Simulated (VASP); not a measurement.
Wanted: the native input for a VASP 6.6.1 run.

* Task: relaxation of cell and atoms
* Functional: PBE
* Potentials or basis: VASP PAW PBE potentials, release 64 (Al, B, As)
* Cutoff: 600 eV
* k mesh: 18 × 18 × 4
* Occupations: gaussian, width 0.1 eV
* Spin: no spin polarisation
* Dipole correction: no
* Further INCAR settings: ALGO = Normal; EDIFF = 1e-07; IBRION = 2; EDIFFG = -0.01; NSW = 100; ISIF = 3

The structure of Al2B2As lies in POSCAR:

```
Al2B2As
1.0
    2.7991079469      0.0000000000      0.0000000000
   -1.3995539735      2.4240985900      0.0000000000
    0.0000000000      0.0000000000     11.2783755977
Al B As
2 2 1
Direct
    0.0000000000      0.0000000000      0.2367568471
    0.0000000000      0.0000000000      0.7632431529
    0.0000000000      0.0000000000      0.5720884917
    0.0000000000      0.0000000000      0.4279115083
    0.0000000000      0.0000000000      0.0000000000
```

The cell was generated, and may not be a known phase.

One way to write it, as run:

INCAR

```
PREC     = Accurate       # precision mode
ENCUT    = 600            # plane-wave cutoff, eV
EDIFF    = 1E-7           # SCF threshold, eV
ISMEAR   = 0              # smearing method
SIGMA    = 0.1            # smearing width, eV
LREAL    = F              # projectors in reciprocal space
LASPH    = T              # aspherical terms in the spheres
NELM     = 80             # most SCF steps
ALGO     = Normal         # electronic algorithm
ISIF     = 3              # what is computed and relaxed
LWAVE    = F              # write WAVECAR
LCHARG   = F              # write CHGCAR
GGA      = PE             # functional
IBRION   = 2              # ionic algorithm
NSW      = 100            # ionic steps
EDIFFG   = -0.01          # ionic threshold
```

KPOINTS

```
regular mesh
0
Gamma
  18 18 4
```

Potentials or basis: VASP PAW PBE potentials, release 64 (Al, B, As).

Run with:

```bash
$ cat potpaw_PBE.64/Al/POTCAR potpaw_PBE.64/B/POTCAR potpaw_PBE.64/As/POTCAR > POTCAR
$ mpirun -np 1 vasp_std > vasp.out
```

It gave:

- Relaxed volume: 15.10 Å³/atom
- Relaxed cell: a = 2.759 Å, b = 2.759 Å, c = 11.459 Å, α = 90.00°, β = 90.00°, γ = 120.00°
- Space group after relaxing (to 0.1 Å): P6/mmm (No. 191)
- Energy gained by relaxing: 6.0 meV/atom
- Ionic steps: 15
- Pressure after relaxing: 0.0 GPa
- Largest force after relaxing: 0.009 eV/Å
- Band gap on the k mesh: zero (an odd number of electrons rules out a gap without spin polarisation)

Caveat: the highest band is partly filled, so the run has too few bands.

Wall time 22 min on 1 thread of Intel Xeon 8259CL (shared host), peak memory 0.34 GiB.
